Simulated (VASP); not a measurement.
# ScAl2Sb2As (R-3m) in VASP: notebook

ScAl2Sb2As is run at these levels: PBE; tasks: single point.

Everything below comes from runs of VASP 6.6.1. Logs are shortened: lines on timing, memory, paths and dates and some standing lists are left out, and cuts for length are marked.

**1. The cell of the first run**

It takes space group R-3m (No. 166, trigonal). The conventional cell has a = 5.043 Å, b = 5.043 Å, c = 17.813 Å, α = 90.00°, β = 90.00°, γ = 120.00°. Within 3.8 Å of Sc (site symmetry -3m) lie 6 Sb at 2.92 Å and 6 Al at 3.59 Å. Within 3.0 Å of Al (site symmetry 3m) lie 1 Sb at 2.26 Å. Sb (site symmetry 3m) has 1 Al at 2.26 Å and 1 As at 2.82 Å and 3 Sc at 2.92 Å and 3 Sb at 2.93 Å within 3.0 Å. As (site symmetry -3m) has 2 Sb at 2.82 Å and 6 Al at 3.04 Å within 3.7 Å.

**2. Single point, PBE**

File INCAR:

```
ALGO = Normal
EDIFF = 1E-7
ENCUT = 520
GGA = PE
ISIF = 2
ISMEAR = 0
LASPH = True
LCHARG = True
LELF = True
LREAL = False
LVHAR = True
LWAVE = False
NBANDS = 25
NELM = 100
PREC = Accurate
SIGMA = 0.1
```

File KPOINTS:

```
k-points
0
Gamma
  6 6 6
```

File POSCAR:

```
ScAl2Sb2As
1.0
    2.5217052700      1.4559072200      5.9377130700
   -2.5217052700      1.4559072200      5.9377130700
    0.0000000000     -2.9118144400      5.9377130700
Sc Al Sb As
1 2 2 1
Direct
    0.5000000000      0.5000000000      0.5000000000
    0.7150922400      0.7150922400      0.7150922400
    0.2849077600      0.2849077600      0.2849077600
    0.8417466300      0.8417466300      0.8417466300
    0.1582533700      0.1582533700      0.1582533700
    0.0000000000      0.0000000000      0.0000000000
```

Potentials or basis: VASP PAW PBE potentials, release 64 (Sc_sv, Al, Sb, As).

Run with:

```
$ cat potpaw_PBE.64/Sc_sv/POTCAR potpaw_PBE.64/Al/POTCAR potpaw_PBE.64/Sb/POTCAR potpaw_PBE.64/As/POTCAR > POTCAR
$ mpirun -np 1 vasp_std > vasp.out
```

OUTCAR:

```text
EDIFF = 1E-7
   ENCUT = 520
   GGA = PE
   ISIF = 2
   ISMEAR = 0
   LASPH = True
   LREAL = False
   NELM = 100
   PREC = Accurate

 ion  position               nearest neighbor table
   1  0.500  0.500  0.500-   5 2.92   5 2.92   4 2.92   4 2.92   5 2.92   4 2.92
   2  0.715  0.715  0.715-   4 2.26   6 3.04   6 3.04   6 3.04   5 3.51   5 3.51   5 3.51
   3  0.285  0.285  0.285-   5 2.26   6 3.04   6 3.04   6 3.04   4 3.51   4 3.51   4 3.51
   4  0.842  0.842  0.842-   2 2.26   6 2.82   1 2.92   1 2.92   1 2.92   5 2.93   5 2.93   5 2.93
                             3 3.51   3 3.51   3 3.51
   5  0.158  0.158  0.158-   3 2.26   6 2.82   1 2.92   1 2.92   1 2.92   4 2.93   4 2.93   4 2.93
                             2 3.51   2 3.51   2 3.51
   6  0.000  0.000  0.000-   4 2.82   5 2.82   2 3.04   2 3.04   3 3.04   3 3.04   2 3.04   3 3.04

  LATTYP: Found a trigonal (rhomboedric) cell.
 ALAT       =     6.6132518328
 COS(alpha) =     0.7092039338

  Lattice vectors:

 A1 = (   2.5217052700,   1.4559072200,   5.9377130700)
 A2 = (  -2.5217052700,   1.4559072200,   5.9377130700)
 A3 = (   0.0000000000,  -2.9118144400,   5.9377130700)

Analysis of symmetry for initial positions (statically):
=====================================================================
 Subroutine PRICEL returns:
 Original cell was already a primitive cell.

 Routine SETGRP: Setting up the symmetry group for a
 trigonal (rhombohedral) supercell.

 Subroutine GETGRP returns: Found 12 space group operations
 (whereof 12 operations were pure point group operations)
 out of a pool of 12 trial point group operations.

The static configuration has the point symmetry D_3d.

Analysis of symmetry for dynamics (positions and initial velocities):
=====================================================================
 Subroutine PRICEL returns:
 Original cell was already a primitive cell.

 Routine SETGRP: Setting up the symmetry group for a
 trigonal (rhombohedral) supercell.

 Subroutine GETGRP returns: Found 12 space group operations
 (whereof 12 operations were pure point group operations)
 out of a pool of 12 trial point group operations.

The dynamic configuration has the point symmetry D_3d.

 Subroutine INISYM returns: Found 12 space group operations
 (whereof 12 operations are pure point group operations),
 and found     1 'primitive' translations

----------------------------------------------------------------------------------------

                                     Primitive cell

  volume of cell :     130.7972

  direct lattice vectors                    reciprocal lattice vectors
     2.521705270  1.455907220  5.937713070     0.198278524  0.114476159  0.056138336
    -2.521705270  1.455907220  5.937713070    -0.198278524  0.114476159  0.056138336
     0.000000000 -2.911814440  5.937713070     0.000000000 -0.228952318  0.056138336

  length of vectors
     6.613251833  6.613251833  6.613251835     0.235734336  0.235734336  0.235734335

  position of ions in fractional coordinates (direct lattice)
     0.500000000  0.500000000  0.500000000
     0.715092240  0.715092240  0.715092240
     0.284907760  0.284907760  0.284907760
     0.841746630  0.841746630  0.841746630
     0.158253370  0.158253370  0.158253370
     0.000000000  0.000000000  0.000000000

  ion indices of the primitive-cell ions
   primitive index   ion index
                 1           1
                 2           2
                 3           3
                 4           4
                 5           5
                 6           6

----------------------------------------------------------------------------------------

 KPOINTS: k-points

Automatic generation of k-mesh.
 Grid dimensions read from file:
 generate k-points for:    6    6    6

 Generating k-lattice:

  Cartesian coordinates                     Fractional coordinates (reciprocal lattice)
     0.033046421  0.019079360  0.009356389     0.166666667  0.000000000  0.000000000
    -0.033046421  0.019079360  0.009356389     0.000000000  0.166666667  0.000000000
     0.000000000 -0.038158720  0.009356389     0.000000000  0.000000000  0.166666667

  Length of vectors
     0.039289056  0.039289056  0.039289056

  Shift w.r.t. Gamma in fractional coordinates (k-lattice)
     0.000000000  0.000000000  0.000000000

 Subroutine IBZKPT returns following result:
 ===========================================

 Found     32 irreducible k-points:

 Following reciprocal coordinates:
            Coordinates               Weight
  0.000000  0.000000  0.000000      1.000000
  0.166667 -0.000000  0.000000      6.000000
  0.333333  0.000000  0.000000      6.000000
  0.500000 -0.000000  0.000000      3.000000
  0.166667  0.166667 -0.000000      6.000000
  0.333333  0.166667  0.000000     12.000000
[... 16 lines left out ...]
  0.500000  0.500000  0.166667      6.000000
 -0.333333  0.500000  0.166667     12.000000
 [... further k-points ...]
   k-points           NKPTS =     32   k-points in BZ     NKDIM =     32   number of bands    NBANDS=     25
   number of dos      NEDOS =    301   number of ions     NIONS =      6
   total plane-waves  NPLWV = 125000
   dimension x,y,z NGX =    50 NGY =   50 NGZ =   50
   dimension x,y,z NGXF=   100 NGYF=  100 NGZF=  100
   ions per type =               1   2   2   1
   NGX,Y,Z   is equivalent  to a cutoff of  12.57, 12.57, 12.57 a.u.
   NGXF,Y,Z  is equivalent  to a cutoff of  25.14, 25.14, 25.14 a.u.
 SYSTEM =  unknown system
   PREC   = accura    normal or accurate (medium, high low for compatibility)
   ISTART =      0    job   : 0-new  1-cont  2-samecut
   ICHARG =      2    charge: 1-file 2-atom 10-const
   ISPIN  =      1    spin polarized calculation?
   LNONCOLLINEAR =      F non collinear calculations
   LSORBIT =      F    spin-orbit coupling
   LASPH  =      T    aspherical Exc in radial PAW
   ENCUT  =  520.0 eV  38.22 Ry    6.18 a.u.  12.30 12.30 12.30*2*pi/ulx,y,z
   NELM   =    100;   NELMIN=  2; NELMDL= -5     # of ELM steps
   EDIFF  = 0.1E-06   stopping-criterion for ELM
   LREAL  =      F    real-space projection
   EDIFFG = 0.1E-05   stopping-criterion for IOM
   NSW    =      0    number of steps for IOM
   IBRION =     -1    ionic relax: 0-MD 1-quasi-New 2-CG
   NFREE  =      0    steps in history (QN), initial steepest desc. (CG)
   ISIF   =      2    stress and relaxation
   ISYM   =      2    0-nonsym 1-usesym 2-fastsym
   POTIM  = 0.5000    time-step for ionic-motion
   TEBEG  =    0.0;   TEEND  =   0.0 temperature during run
   PSTRESS=    0.0 pullay stress
   NELECT =      32.0000    total number of electrons
   NUPDOWN=      -1.0000    fix difference up-down
   EMIN   =  10.00;   EMAX   =-10.00  energy-range for DOS
   EFERMI =   0.00;   METHOD = LEGACY
   ISMEAR =     0;   SIGMA  =   0.10  broadening in eV -4-tet -1-fermi 0-gaus
   EFERMI_NEDOS =   21; number of points for ismear=-14 and -15
   IALGO  =     38    algorithm
   IMIX   =      4    mixing-type and parameters
     AMIX     =   0.40;   BMIX     =  1.00
     AMIX_MAG =   1.60;   BMIX_MAG =  1.00
  volume/ion in A,a.u.               =      21.80       147.11
  Fermi-wavevector in a.u.,A,eV,Ry     =   1.023903  1.934895 14.264030  1.048377
  Thomas-Fermi vector in A             =   2.157661
   LORBIT       =      0    0 simple, 1 ext, 2 COOP (PROOUT), +10 PAW based schemes
   GGA     = PE    functional components
   LHFCALC =     F    Hartree Fock is set to
   AEXX    =    0.0000 exact exchange contribution
   IVDW    =     0    specifies the selected vdW correction
   LEPSILON=     F    determine dielectric tensor
   LRPA    =     F    only Hartree local field effects (RPA)
 non-spin polarized calculation
 Gauss-broadening in eV      SIGMA  =   0.10
  energy-cutoff  :      520.00
  volume of cell :      130.80
 maximum number of plane-waves:      3551
 NGX is ok and might be reduce to    50
   NGX = 25   NGY = 25   NGZ = 25

 number of electron      32.0000000 magnetization

 Free energy of the ion-electron system (eV)
  ---------------------------------------------------
  ext. energy  EPLUGINS =         0.00000000
  ---------------------------------------------------
  free energy    TOTEN  =       -22.96585953 eV

  energy without entropy =      -22.95166589  energy(sigma->0) =      -22.95876271

 E-fermi :   7.2408     XC(G=0): -10.0745

 val. band max:        7.2182599232   @ k =   0.5000   0.3333   0.1667
 cond. band min:       7.2555150964   @ k =   0.3333   0.1667   0.0000
 fundamental gap:      0.0372551732
 Fermi energy:         7.2408069043

 k-point     1 :       0.0000    0.0000    0.0000
  band No.  band energies     occupation
      1     -42.4084      2.00000
      2     -21.3120      2.00000
      3     -20.9780      2.00000
      4     -20.9780      2.00000
      5      -6.0581      2.00000
      6      -3.2388      2.00000
[... 17 lines left out ...]
     24      10.8658      0.00000
     25      10.8658      0.00000

 k-point     2 :       0.1667   -0.0000    0.0000
  band No.  band energies     occupation
      1     -42.4084      2.00000
      2     -21.3119      2.00000
      3     -20.9809      2.00000
      4     -20.9788      2.00000
      5      -5.8674      2.00000
      6      -3.2133      2.00000
[... 17 lines left out ...]
     24      10.9766      0.00000
     25      11.0414      0.00000

 k-point     3 :       0.3333    0.0000    0.0000
  band No.  band energies     occupation
      1     -42.4082      2.00000
      2     -21.3116      2.00000
      3     -20.9869      2.00000
      4     -20.9805      2.00000
      5      -5.3632      2.00000
      6      -3.1705      2.00000
[... 17 lines left out ...]
     24      10.9494      0.00000
     25      11.4412      0.00000

 k-point     4 :       0.5000   -0.0000    0.0000
  band No.  band energies     occupation
      1     -42.4082      2.00000
      2     -21.3114      2.00000
      3     -20.9898      2.00000
      4     -20.9814      2.00000
      5      -4.9622      2.00000
      6      -3.2772      2.00000
[... 17 lines left out ...]
     24      11.2847      0.00000
     25      11.3055      0.00000

 k-point     5 :       0.1667    0.1667   -0.0000
  band No.  band energies     occupation
      1     -42.4084      2.00000
      2     -21.3119      2.00000
      3     -20.9809      2.00000
      4     -20.9788      2.00000
      5      -5.8367      2.00000
      6      -3.3311      2.00000
[... 17 lines left out ...]
     24      10.8588      0.00000
     25      11.1410      0.00000

 k-point     6 :       0.3333    0.1667    0.0000
  band No.  band energies     occupation
      1     -42.4083      2.00000
      2     -21.3117      2.00000
      3     -20.9849      2.00000
      4     -20.9806      2.00000
      5      -5.4522      2.00000
      6      -3.3921      2.00000
[... 17 lines left out ...]
     24      10.7416      0.00000
     25      11.2114      0.00000
[... 393 lines left out ...]
 k-point    21 :      -0.3333    0.3333    0.1667
  band No.  band energies     occupation
      1     -42.4082      2.00000
      2     -21.3114      2.00000
      3     -20.9884      2.00000
      4     -20.9828      2.00000
      5      -4.6812      2.00000
      6      -3.9212      2.00000
[... 17 lines left out ...]
     24      10.6201      0.00000
     25      11.4995      0.00000

 k-point    22 :      -0.1667    0.3333    0.1667
  band No.  band energies     occupation
      1     -42.4082      2.00000
      2     -21.3114      2.00000
      3     -20.9884      2.00000
      4     -20.9828      2.00000
      5      -4.9427      2.00000
      6      -3.3901      2.00000
[... 17 lines left out ...]
     24      10.5182      0.00000
     25      11.1068      0.00000

 k-point    23 :       0.5000    0.5000    0.1667
  band No.  band energies     occupation
      1     -42.4082      2.00000
      2     -21.3116      2.00000
      3     -20.9869      2.00000
      4     -20.9806      2.00000
      5      -4.9201      2.00000
      6      -4.1514      2.00000
[... 17 lines left out ...]
     24      10.8631      0.00000
     25      11.2602      0.00000

 k-point    24 :      -0.3333    0.5000    0.1667
  band No.  band energies     occupation
      1     -42.4082      2.00000
      2     -21.3114      2.00000
      3     -20.9884      2.00000
      4     -20.9828      2.00000
      5      -4.3676      2.00000
      6      -4.3184      2.00000
[... 17 lines left out ...]
     24      10.5654      0.00000
     25      11.2422      0.00000

 [... further k-points ...]
[... 5 lines left out ...]
  --------------------------------------------------------------------------------------
  -------------------------------------------------------------------------------------
  Total        8.2223726      8.2223727     23.5224323      0.0000000      0.0000000      0.0000000
  in kB      100.7185009    100.7185014    288.1338789      0.0000000      0.0000000      0.0000000
  external PRESSURE =     163.1902937 kB  Pullay stress =       0.0000000 kB

 VOLUME and BASIS-vectors are now :
 -----------------------------------------------------------------------------
  energy-cutoff  :      520.00
  volume of cell :      130.80
      direct lattice vectors                 reciprocal lattice vectors
     2.521705270  1.455907220  5.937713070     0.198278524  0.114476159  0.056138336
    -2.521705270  1.455907220  5.937713070    -0.198278524  0.114476159  0.056138336
     0.000000000 -2.911814440  5.937713070     0.000000000 -0.228952318  0.056138336

 POSITION                                       TOTAL-FORCE (eV/Angst)
 -----------------------------------------------------------------------------------
      0.00000      0.00000      8.90657        -0.000000      0.000000      0.000000
      0.00000      0.00000     12.73804        -0.000000      0.000000     -6.185352
      0.00000      0.00000      5.07510        -0.000000     -0.000000      6.185352
      0.00000      0.00000     14.99415        -0.000000      0.000000      4.566439
      0.00000      0.00000      2.81899        -0.000000     -0.000000     -4.566439
      0.00000      0.00000      0.00000         0.000000     -0.000000     -0.000000
 -----------------------------------------------------------------------------------
    total drift:                               -0.000000      0.000000      0.000000

  FREE ENERGIE OF THE ION-ELECTRON SYSTEM (eV)
  ---------------------------------------------------
  free  energy   TOTEN  =       -22.9658595310 eV

  energy  without entropy=      -22.9516658929  energy(sigma->0) =      -22.95876271
```

Run time: 1.7 min. Hardware: 1 thread of Intel Xeon 6975P-C (Granite Rapids), shared host; peak memory 0.42 GiB.

What came out:

```
Free energy            : -22.9659 eV
Pressure               : 16.3 GPa
Largest force          : 6.185 eV/Å
Band gap on the k mesh : zero (band 16 reaches 8.12 eV, above the bottom of band 17 at 6.04 eV)
```

Forces in eV/Å, atoms in the order of the input:
```
Sc   0.000  0.000  0.000
Al   0.000  0.000 -6.185
Al   0.000  0.000  6.185
Sb   0.000  0.000  4.566
Sb   0.000  0.000 -4.566
As   0.000  0.000  0.000
```

Stress tensor (GPa, compression positive):
```
10.07  0.00  0.00
 0.00 10.07  0.00
 0.00  0.00 28.81
```

Caveat: spin-orbit coupling is left out, which moves the levels of the heavy elements; forces of over 1 eV/Å act on the atoms, so gaps and moduli don't describe the material at rest.

**3. Single point, PBE**

This run uses another cell than the first one, of 23.53 Å³/atom, 1.080 times its volume.

File INCAR:

```
  ALGO = Normal
  EDIFF = 1E-6
  ENCUT = 520
  GGA = PE
  ISIF = 2
  ISMEAR = 0
  LASPH = T
  LCHARG = F
  LREAL = F
  LWAVE = F
  NBANDS = 25
  NELM = 60
  PREC = Accurate
  SIGMA = 0.1
```

KPOINTS is that of step 2.

File POSCAR:

```
ScAl2Sb2As
1.0
    2.6537045432      1.5321170323      5.7884038151
   -2.6537045432      1.5321170323      5.7884038151
    0.0000000000     -3.0642340647      5.7884038151
Sc Al Sb As
1 2 2 1
Direct
    0.5000000000      0.5000000000      0.5000000000
    0.6721814827      0.6721814827      0.6721814827
    0.3278185173      0.3278185173      0.3278185173
    0.8302827578      0.8302827578      0.8302827578
    0.1697172422      0.1697172422      0.1697172422
    0.0000000000      0.0000000000      0.0000000000
```

Potentials or basis: VASP PAW PBE potentials, release 64 (Sc_sv, Al, Sb, As).

Run with:

```
$ cat potpaw_PBE.64/Sc_sv/POTCAR potpaw_PBE.64/Al/POTCAR potpaw_PBE.64/Sb/POTCAR potpaw_PBE.64/As/POTCAR > POTCAR
$ mpirun -np 1 vasp_std > vasp.out
```

It took 96 s on 1 thread of Intel Xeon 6975P-C (Granite Rapids), shared host; peak memory 0.41 GiB.

Results (log left out):

```yaml
Free_energy: -26.3556 eV
Pressure: 0.0 GPa
Largest_force: 0.034 eV/Å
Band_gap_on_the_k_mesh: zero (band 16 reaches 6.71 eV, above the bottom of band 17 at 5.02 eV)
```

Forces on the atoms (eV/Å):
```
Sc   0.000  0.000  0.000
Al   0.000  0.000 -0.034
Al   0.000  0.000  0.034
Sb   0.000  0.000  0.013
Sb   0.000  0.000 -0.013
As   0.000  0.000  0.000
```

Levels at points of the mesh, in eV from the Fermi level:
| k point | band 12 | band 13 | band 14 | band 15 | band 16 | band 17 | band 18 | band 19 | band 20 | band 21 |
| --- | --- | --- | --- | --- | --- | --- | --- | --- | --- | --- |
| (0.00, 0.00, 0.00) | -2.58 | -2.58 | -0.84 | -0.77 | -0.77 | -0.13 | -0.13 | -0.06 | 2.06 | 2.06 |
| (0.50, 0.00, 0.00) | -3.51 | -2.68 | -1.74 | -0.11 | 0.34 | 1.30 | 1.36 | 1.46 | 1.75 | 2.59 |
| (0.50, 0.50, 0.00) | -2.55 | -2.06 | -1.55 | -0.01 | 0.46 | 0.66 | 1.05 | 1.37 | 1.51 | 2.12 |
| (0.50, 0.50, 0.50) | -1.87 | -1.87 | -1.38 | -1.38 | -1.27 | -1.23 | -0.94 | 1.10 | 1.10 | 1.23 |

Caveat: spin-orbit coupling is left out, which moves the levels of the heavy elements.
